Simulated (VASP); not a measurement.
# C in VASP: notebook

C is run at these levels: r2SCAN; tasks: single point.

Everything below comes from runs of VASP 6.6.1. Logs are shortened: lines on timing, memory, paths and dates and some standing lists are left out, and cuts for length are marked.

## (1) The cell of the first run

The cell holds a slab with vacuum, 4 atoms: a = 2.423 Å, b = 2.423 Å, c = 23.808 Å, α = 90.00°, β = 90.00°, γ = 120.00°.

## (2) Single point, r2SCAN

POSCAR

```
C
1.0
    2.4230311730      0.0000000000      0.0000000000
   -1.2115155865      2.0984065500      0.0000000000
    0.0000000000      0.0000000000     23.8077855878
C
4
Direct
    0.6666666667      0.3333333333      0.5704754400
    0.3333333333      0.6666666667      0.4295245600
    0.0000000000      0.0000000000      0.4295312300
    0.0000000000      0.0000000000      0.5704687700
```

INCAR.step1

```
  PREC = Accurate
  ENCUT = 520
  ISMEAR = -1
  SIGMA = 0.05
  LREAL = False
  LASPH = True
  NELM = 60
  NBANDS = 16
  GGA = PE
  ALGO = Normal
  EDIFF = 1E-4
  LWAVE = True
  LCHARG = False
```

INCAR.step2

```
  PREC = Accurate
  ENCUT = 520
  EDIFF = 1E-6
  ISMEAR = -1
  SIGMA = 0.05
  LREAL = False
  LASPH = True
  NELM = 60
  ALGO = Normal
  ISIF = 2
  LWAVE = False
  LCHARG = True
  METAGGA = R2SCAN
  LMIXTAU = True
  LELF = True
  LVHAR = True
  NBANDS = 16
  ISTART = 1
```

KPOINTS

```
Automatic mesh
0
Gamma
  12 12 2
```

Potentials or basis: VASP PAW PBE potentials, release 64 (C).

Command:

```
$ cat potpaw_PBE.64/C/POTCAR > POTCAR
$ cp INCAR.step1 INCAR
$ mpirun -np 1 vasp_std > vasp.out
$ cp INCAR.step2 INCAR
$ mpirun -np 1 vasp_std > vasp.out
```

OUTCAR:

```text
PREC = Accurate
   ENCUT = 520
   EDIFF = 1E-6
   ISMEAR = -1
   LREAL = False
   LASPH = True
   NELM = 60
   ISIF = 2
   METAGGA = R2SCAN
   ISTART = 1

 ion  position               nearest neighbor table
   1  0.667  0.333  0.570-   4 1.40   4 1.40   4 1.40
   2  0.333  0.667  0.430-   3 1.40   3 1.40   3 1.40
   3  0.000  0.000  0.430-   2 1.40   2 1.40   2 1.40
   4  0.000  0.000  0.570-   1 1.40   1 1.40   1 1.40

  LATTYP: Found a hexagonal cell.
 ALAT       =     2.4230311730
 C/A-ratio  =     9.8256208393

  Lattice vectors:

 A1 = (   2.4230311730,   0.0000000000,   0.0000000000)
 A2 = (  -1.2115155865,   2.0984065500,   0.0000000000)
 A3 = (   0.0000000000,   0.0000000000,  23.8077855878)

Analysis of symmetry for initial positions (statically):
=====================================================================
 Subroutine PRICEL returns:
 Original cell was already a primitive cell.

 Routine SETGRP: Setting up the symmetry group for a
 hexagonal supercell.

 Subroutine GETGRP returns: Found 12 space group operations
 (whereof 12 operations were pure point group operations)
 out of a pool of 24 trial point group operations.

The static configuration has the point symmetry D_3d.

Analysis of symmetry for dynamics (positions and initial velocities):
=====================================================================
 Subroutine PRICEL returns:
 Original cell was already a primitive cell.

 Routine SETGRP: Setting up the symmetry group for a
 hexagonal supercell.

 Subroutine GETGRP returns: Found 12 space group operations
 (whereof 12 operations were pure point group operations)
 out of a pool of 24 trial point group operations.

The dynamic configuration has the point symmetry D_3d.

 Subroutine INISYM returns: Found 12 space group operations
 (whereof 12 operations are pure point group operations),
 and found     1 'primitive' translations

----------------------------------------------------------------------------------------

                                     Primitive cell

  volume of cell :     121.0508

  direct lattice vectors                    reciprocal lattice vectors
     2.423031173  0.000000000  0.000000000     0.412706205  0.238276039  0.000000000
    -1.211515587  2.098406550  0.000000000     0.000000000  0.476552077  0.000000000
     0.000000000  0.000000000 23.807785588     0.000000000  0.000000000  0.042003066

  length of vectors
     2.423031173  2.423031173 23.807785588     0.476552077  0.476552077  0.042003066

  position of ions in fractional coordinates (direct lattice)
     0.666666667  0.333333333  0.570475440
     0.333333333  0.666666667  0.429524560
     0.000000000  0.000000000  0.429531230
     0.000000000  0.000000000  0.570468770

  ion indices of the primitive-cell ions
   primitive index   ion index
                 1           1
                 2           2
                 3           3
                 4           4

----------------------------------------------------------------------------------------

 KPOINTS: Automatic mesh

Automatic generation of k-mesh.
 Grid dimensions read from file:
 generate k-points for:   12   12    2

 Generating k-lattice:

  Cartesian coordinates                     Fractional coordinates (reciprocal lattice)
     0.034392184  0.019856337  0.000000000     0.083333333  0.000000000  0.000000000
     0.000000000  0.039712673  0.000000000     0.000000000  0.083333333  0.000000000
     0.000000000  0.000000000  0.021001533     0.000000000  0.000000000  0.500000000

  Length of vectors
     0.039712673  0.039712673  0.021001533

  Shift w.r.t. Gamma in fractional coordinates (k-lattice)
     0.000000000  0.000000000  0.000000000

 Subroutine IBZKPT returns following result:
 ===========================================

 Found     38 irreducible k-points:

 Following reciprocal coordinates:
            Coordinates               Weight
  0.000000  0.000000  0.000000      1.000000
  0.083333 -0.000000  0.000000      6.000000
  0.166667 -0.000000  0.000000      6.000000
  0.250000  0.000000  0.000000      6.000000
  0.333333 -0.000000  0.000000      6.000000
  0.416667  0.000000  0.000000      6.000000
[... 16 lines left out ...]
  0.250000  0.000000  0.500000      6.000000
  0.333333 -0.000000  0.500000      6.000000
 [... further k-points ...]
   k-points           NKPTS =     38   k-points in BZ     NKDIM =     38   number of bands    NBANDS=     16
   number of dos      NEDOS =    301   number of ions     NIONS =      4
   total plane-waves  NPLWV =  58320
   dimension x,y,z NGX =    18 NGY =   18 NGZ =  180
   dimension x,y,z NGXF=    36 NGYF=   36 NGZF=  360
   ions per type =               4
   NGX,Y,Z   is equivalent  to a cutoff of  12.35, 12.35, 12.57 a.u.
   NGXF,Y,Z  is equivalent  to a cutoff of  24.70, 24.70, 25.14 a.u.
 SYSTEM =  unknown system
   PREC   = accura    normal or accurate (medium, high low for compatibility)
   ISTART =      1    job   : 0-new  1-cont  2-samecut
   ICHARG =      0    charge: 1-file 2-atom 10-const
   ISPIN  =      1    spin polarized calculation?
   LNONCOLLINEAR =      F non collinear calculations
   LSORBIT =      F    spin-orbit coupling
   LASPH  =      T    aspherical Exc in radial PAW
   ENCUT  =  520.0 eV  38.22 Ry    6.18 a.u.   4.51  4.51 44.27*2*pi/ulx,y,z
   NELM   =     60;   NELMIN=  2; NELMDL=  0     # of ELM steps
   EDIFF  = 0.1E-05   stopping-criterion for ELM
   LREAL  =      F    real-space projection
   EDIFFG = 0.1E-04   stopping-criterion for IOM
   NSW    =      0    number of steps for IOM
   IBRION =     -1    ionic relax: 0-MD 1-quasi-New 2-CG
   NFREE  =      0    steps in history (QN), initial steepest desc. (CG)
   ISIF   =      2    stress and relaxation
   ISYM   =      2    0-nonsym 1-usesym 2-fastsym
   POTIM  = 0.5000    time-step for ionic-motion
   TEBEG  =    0.0;   TEEND  =   0.0 temperature during run
   PSTRESS=    0.0 pullay stress
   NELECT =      16.0000    total number of electrons
   NUPDOWN=      -1.0000    fix difference up-down
   EMIN   =  10.00;   EMAX   =-10.00  energy-range for DOS
   EFERMI =   0.00;   METHOD = LEGACY
   ISMEAR =    -1;   SIGMA  =   0.05  broadening in eV -4-tet -1-fermi 0-gaus
   EFERMI_NEDOS =   21; number of points for ismear=-14 and -15
   IALGO  =     38    algorithm
   IMIX   =      4    mixing-type and parameters
     AMIX     =   0.40;   BMIX     =  1.00
     AMIX_MAG =   1.60;   BMIX_MAG =  1.00
  volume/ion in A,a.u.               =      30.26       204.22
  Fermi-wavevector in a.u.,A,eV,Ry     =   0.833922  1.575885  9.461852  0.695426
  Thomas-Fermi vector in A             =   1.947228
   LORBIT       =      0    0 simple, 1 ext, 2 COOP (PROOUT), +10 PAW based schemes
   METAGGA = R2SCAN    functional components
   LHFCALC =     F    Hartree Fock is set to
   AEXX    =    0.0000 exact exchange contribution
   IVDW    =     0    specifies the selected vdW correction
   LEPSILON=     F    determine dielectric tensor
   LRPA    =     F    only Hartree local field effects (RPA)
 non-spin polarized calculation
  energy-cutoff  :      520.00
  volume of cell :      121.05
 maximum number of plane-waves:      3316
 NGX is ok and might be reduce to    18
   NGX =  9   NGY =  9   NGZ = 89

 number of electron      15.9999999 magnetization

 Free energy of the ion-electron system (eV)
  ---------------------------------------------------
  ext. energy  EPLUGINS =         0.00000000
  ---------------------------------------------------
  free energy    TOTEN  =       -39.65079267 eV

  energy without entropy =      -39.64884570  energy(sigma->0) =      -39.64981918

 E-fermi :  -1.6041     XC(G=0):  -3.4137

 val. band max:       -1.6042058819   @ k =   0.3333   0.3333   0.0000
 cond. band min:      -1.2381419886   @ k =   0.3333   0.3333   0.5000
 fundamental gap:      0.3660638933
 Fermi energy:        -1.6041420736

 k-point     1 :       0.0000    0.0000    0.0000
  band No.  band energies     occupation
      1     -22.8657      2.00000
      2     -22.7204      2.00000
      3     -10.4972      2.00000
      4      -9.5144      2.00000
      5      -4.8037      2.00000
      6      -4.8037      2.00000
[... 8 lines left out ...]
     15       5.4878      0.00000
     16       7.4215      0.00000

 k-point     2 :       0.0833   -0.0000    0.0000
  band No.  band energies     occupation
      1     -22.6863      2.00000
      2     -22.5424      2.00000
      3     -10.2796      2.00000
      4      -9.3025      2.00000
      5      -5.5232      2.00000
      6      -5.5068      2.00000
[... 8 lines left out ...]
     15       5.7073      0.00000
     16       7.4661      0.00000

 k-point     3 :       0.1667   -0.0000    0.0000
  band No.  band energies     occupation
      1     -22.1501      2.00000
      2     -22.0104      2.00000
      3      -9.6320      2.00000
      4      -8.6727      2.00000
      5      -7.3282      2.00000
      6      -7.2968      2.00000
[... 8 lines left out ...]
     15       6.3845      0.00000
     16       7.4535      0.00000

 k-point     4 :       0.2500    0.0000    0.0000
  band No.  band energies     occupation
      1     -21.2631      2.00000
      2     -21.1305      2.00000
      3      -9.6344      2.00000
      4      -9.5860      2.00000
      5      -8.5719      2.00000
      6      -7.6472      2.00000
[... 8 lines left out ...]
     15       6.6835      0.00000
     16       7.1645      0.00000
[... 324 lines left out ...]
 k-point    22 :       0.1667   -0.0000    0.5000
  band No.  band energies     occupation
      1     -22.1501      2.00000
      2     -22.0104      2.00000
      3      -9.6320      2.00000
      4      -8.6727      2.00000
      5      -7.3282      2.00000
      6      -7.2968      2.00000
[... 8 lines left out ...]
     15       7.1983      0.00000
     16       7.3947      0.00000

 k-point    23 :       0.2500    0.0000    0.5000
  band No.  band energies     occupation
      1     -21.2632      2.00000
      2     -21.1305      2.00000
      3      -9.6344      2.00000
      4      -9.5860      2.00000
      5      -8.5719      2.00000
      6      -7.6472      2.00000
[... 8 lines left out ...]
     15       6.5968      0.00000
     16       6.8446      0.00000

 k-point    24 :       0.3333   -0.0000    0.5000
  band No.  band energies     occupation
      1     -20.0386      2.00000
      2     -19.9157      2.00000
      3     -12.0509      2.00000
      4     -11.9857      2.00000
      5      -7.8636      2.00000
      6      -7.8383      2.00000
[... 8 lines left out ...]
     15       6.9388      0.00000
     16       7.1594      0.00000

 [... further k-points ...]
[... 5 lines left out ...]
  --------------------------------------------------------------------------------------
  -------------------------------------------------------------------------------------
  Total        4.1397137      4.1397137      0.0990877      0.0000000      0.0000000      0.0000000
  in kB       54.7915078     54.7915078      1.3114825      0.0000000      0.0000000      0.0000000
  external PRESSURE =      36.9648327 kB  Pullay stress =       0.0000000 kB

 VOLUME and BASIS-vectors are now :
 -----------------------------------------------------------------------------
  energy-cutoff  :      520.00
  volume of cell :      121.05
      direct lattice vectors                 reciprocal lattice vectors
     2.423031173  0.000000000  0.000000000     0.412706205  0.238276039  0.000000000
    -1.211515587  2.098406550  0.000000000     0.000000000  0.476552077  0.000000000
     0.000000000  0.000000000 23.807785588     0.000000000  0.000000000  0.042003066

 POSITION                                       TOTAL-FORCE (eV/Angst)
 -----------------------------------------------------------------------------------
      1.21152      0.69947     13.58176        -0.000000     -0.000000      0.025089
     -0.00000      1.39894     10.22603         0.000000      0.000000     -0.025089
      0.00000      0.00000     10.22619        -0.000000      0.000000     -0.012181
      0.00000      0.00000     13.58160        -0.000000     -0.000000      0.012181
 -----------------------------------------------------------------------------------
    total drift:                                0.000000      0.000000      0.000000

  FREE ENERGIE OF THE ION-ELECTRON SYSTEM (eV)
  ---------------------------------------------------
  free  energy   TOTEN  =       -39.6507926707 eV

  energy  without entropy=      -39.6488456954  energy(sigma->0) =      -39.64981918
```

It took 5.3 min on 1 thread of Intel Xeon Platinum 8375C at 2.90GHz (Ice Lake), shared host; peak memory 0.25 GiB.

What came out:

| Quantity | Value |
| --- | --- |
| Free energy | -39.6508 eV |
| Largest force | 0.025 eV/Å |
| Band gap on the k mesh | zero (filled and empty bands touch) |

Forces on the atoms (eV/Å):
```
C    0.000  0.000  0.025
C    0.000  0.000 -0.025
C    0.000  0.000 -0.012
C    0.000  0.000  0.012
```

Caveat: the PAW data sets were made with another functional, which shifts forces and pressure a little.

## (3) Single point, r2SCAN

This run uses another cell than the first one, of 30.89 Å³/atom, 1.021 times its volume.

POSCAR

```
C
1.0
    2.4397422609      0.0000000000      0.0000000000
   -1.2198711305      2.1128787767      0.0000000000
    0.0000000000      0.0000000000     23.9719824012
C
4
Direct
    0.6666666667      0.3333333333      0.5704754400
    0.3333333333      0.6666666667      0.4295245600
    0.0000000000      0.0000000000      0.4295312300
    0.0000000000      0.0000000000      0.5704687700
```

INCAR.step1

```
SYSTEM = C
PREC = Accurate
ENCUT = 520
ISMEAR = -1
SIGMA = 0.05
LREAL = .FALSE.
LASPH = .TRUE.
NELM = 60
NBANDS = 16
GGA = PE
ALGO = Normal
EDIFF = 1E-4
LWAVE = .TRUE.
LCHARG = .FALSE.
```

INCAR.step2

```
SYSTEM = C
PREC = Accurate
ENCUT = 520
EDIFF = 1E-7
ISMEAR = -1
SIGMA = 0.05
LREAL = .FALSE.
LASPH = .TRUE.
NELM = 60
ALGO = Normal
ISIF = 2
LWAVE = .FALSE.
LCHARG = .FALSE.
METAGGA = R2SCAN
LMIXTAU = .TRUE.
NBANDS = 16
ISTART = 1
```

KPOINTS

```
Automatic mesh
0
G
  12 12 2
  0 0 0
```

Potentials or basis: VASP PAW PBE potentials, release 64 (C).

Command:

```
$ cat potpaw_PBE.64/C/POTCAR > POTCAR
$ cp INCAR.step1 INCAR
$ mpirun -np 1 vasp_std > vasp.out
$ cp INCAR.step2 INCAR
$ mpirun -np 1 vasp_std > vasp.out
```

It took 6.7 min on 1 thread of Intel Xeon Platinum 8375C at 2.90GHz (Ice Lake), shared host; peak memory 0.25 GiB.

It converged, with:

```
Free energy            : -39.6950 eV
Largest force          : 0.022 eV/Å
Band gap on the k mesh : zero (filled and empty bands touch)
```

Forces on the atoms (eV/Å):
```
C    0.000  0.000  0.022
C    0.000  0.000 -0.022
C    0.000  0.000 -0.009
C    0.000  0.000  0.009
```

Levels at points of the mesh, in eV from the Fermi level:
| k point | band 6 | band 7 | band 8 | band 9 | band 10 | band 11 |
| --- | --- | --- | --- | --- | --- | --- |
| (0.00, 0.00, 0.00) | -3.21 | -3.20 | -3.20 | 3.71 | 4.09 | 4.45 |
| (0.50, 0.00, 0.00) | -6.87 | -2.76 | -2.41 | 1.66 | 2.03 | 7.88 |
| (0.00, 0.00, 0.50) | -3.21 | -3.20 | -3.20 | 3.71 | 4.05 | 4.57 |
| (0.50, 0.00, 0.50) | -6.87 | -2.76 | -2.41 | 1.66 | 2.03 | 7.88 |

Caveat: the PAW data sets were made with another functional, which shifts forces and pressure a little.

## (4) Single point, r2SCAN

This run uses another cell than the first one, of 31.52 Å³/atom, 1.042 times its volume.

POSCAR

```
C
1.0
    2.4562275060      0.0000000000      0.0000000000
   -1.2281137530      2.1271554177      0.0000000000
    0.0000000000      0.0000000000     24.1339601687
C
4
Direct
    0.6666666667      0.3333333333      0.5704754400
    0.3333333333      0.6666666667      0.4295245600
    0.0000000000      0.0000000000      0.4295312300
    0.0000000000      0.0000000000      0.5704687700
```

INCAR.step1

```
PREC     = Accurate       # precision mode
ENCUT    = 520            # plane-wave cutoff, eV
ISMEAR   = -1             # smearing method
SIGMA    = 0.05           # smearing width, eV
LREAL    = False          # projectors in reciprocal space
LASPH    = True           # aspherical terms in the spheres
NELM     = 80             # most SCF steps
NBANDS   = 16             # bands
GGA      = PE             # functional
ALGO     = Normal         # electronic algorithm
EDIFF    = 1E-4           # SCF threshold, eV
LWAVE    = True           # write WAVECAR
LCHARG   = False          # write CHGCAR
```

INCAR.step2

```
PREC     = Accurate       # precision mode
ENCUT    = 520            # plane-wave cutoff, eV
EDIFF    = 1E-6           # SCF threshold, eV
ISMEAR   = -1             # smearing method
SIGMA    = 0.05           # smearing width, eV
LREAL    = False          # projectors in reciprocal space
LASPH    = True           # aspherical terms in the spheres
NELM     = 80             # most SCF steps
ALGO     = Normal         # electronic algorithm
ISIF     = 2              # what is computed and relaxed
LWAVE    = False          # write WAVECAR
LCHARG   = False          # write CHGCAR
METAGGA  = R2SCAN         # meta-GGA
LMIXTAU  = True         
NBANDS   = 16             # bands
ISTART   = 1
```

KPOINTS

```
regular mesh
0
Gamma
  12 12 2
```

Command:

```
$ cat potpaw_PBE.64/C/POTCAR > POTCAR
$ cp INCAR.step1 INCAR
$ mpirun -np 1 vasp_std > vasp.out
$ cp INCAR.step2 INCAR
$ mpirun -np 1 vasp_std > vasp.out
```

Run time: 5.1 min. Hardware: 1 thread of Intel Xeon Platinum 8375C at 2.90GHz (Ice Lake), shared host; peak memory 0.26 GiB.

Results (log left out):

| Property | Result |
| --- | --- |
| Free energy | -39.7117 eV |
| Largest force | 0.018 eV/Å |
| Band gap on the k mesh | zero (filled and empty bands touch) |

Forces in eV/Å, atoms in the order of the input:
```
C    0.000  0.000  0.018
C    0.000  0.000 -0.018
C    0.000  0.000 -0.006
C    0.000  0.000  0.006
```

Levels at points of the mesh, in eV from the Fermi level:
```tsv
k point	band 5	band 6	band 7	band 8	band 9	band 10	band 11	band 12
(0.00, 0.00, 0.00)	-3.22	-3.22	-3.21	-3.21	3.76	4.15	4.49	5.24
(0.50, 0.00, 0.00)	-6.84	-6.81	-2.72	-2.37	1.66	2.02	7.68	7.87
(0.00, 0.00, 0.50)	-3.22	-3.22	-3.21	-3.21	3.77	4.11	4.61	5.00
(0.50, 0.00, 0.50)	-6.84	-6.81	-2.72	-2.37	1.66	2.02	7.68	7.87
```

Caveat: the PAW data sets were made with another functional, which shifts forces and pressure a little.

[end of part 1 of 2]
